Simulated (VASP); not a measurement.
Wanted: the native input for a VASP 6.6.1 run.

```
Task                   : single point
Functional             : PBEsol
Potentials or basis    : VASP PAW PBE potentials, release 64 (Sb, Ga_d)
Cutoff                 : 520 eV
k mesh                 : 8 × 8 × 8
Occupations            : fermi-dirac, width 0.05 eV
Spin                   : no spin polarisation
Dipole correction      : no
Further INCAR settings : ALGO = Normal; EDIFF = 1e-06; NBANDS = 16
```

The structure of GaSb lies in POSCAR:

```
GaSb
1.0
    0.0000000000      2.8331394766      2.8331394766
    2.8331394766      0.0000000000      2.8331394766
    2.8331394766      2.8331394766      0.0000000000
Sb Ga
1 1
Direct
    0.7500000000      0.7500000000      0.7500000000
    0.0000000000      0.0000000000      0.0000000000
```

The input as run:

INCAR

```
SYSTEM = GaSb
  PREC = Accurate
  ENCUT = 520
  EDIFF = 1E-6
  ISMEAR = -1
  SIGMA = 0.05
  LREAL = .False.
  LASPH = .True.
  NELM = 80
  ALGO = Normal
  ISIF = 2
  LWAVE = .False.
  LCHARG = .False.
  GGA = PS
  NBANDS = 16
```

KPOINTS

```
regular mesh
0
Gamma
  8 8 8
  0 0 0
```

Potentials or basis: VASP PAW PBE potentials, release 64 (Sb, Ga_d).

The run is started by

```bash
$ cat potpaw_PBE.64/Sb/POTCAR potpaw_PBE.64/Ga_d/POTCAR > POTCAR
$ mpirun -np 1 vasp_std > vasp.out
```

It gave:

```json
{
  "Pressure": "20.2 GPa",
  "Band gap on the k mesh": "0.39 eV, indirect (least direct gap 1.76 eV)"
}
```

Caveat: the PAW data sets were made with another functional, which shifts forces and pressure a little; spin-orbit coupling is left out, which moves the levels of the heavy elements.

It took 22 s on 1 thread of AMD EPYC 7R13 (shared host), peak memory 0.15 GiB.
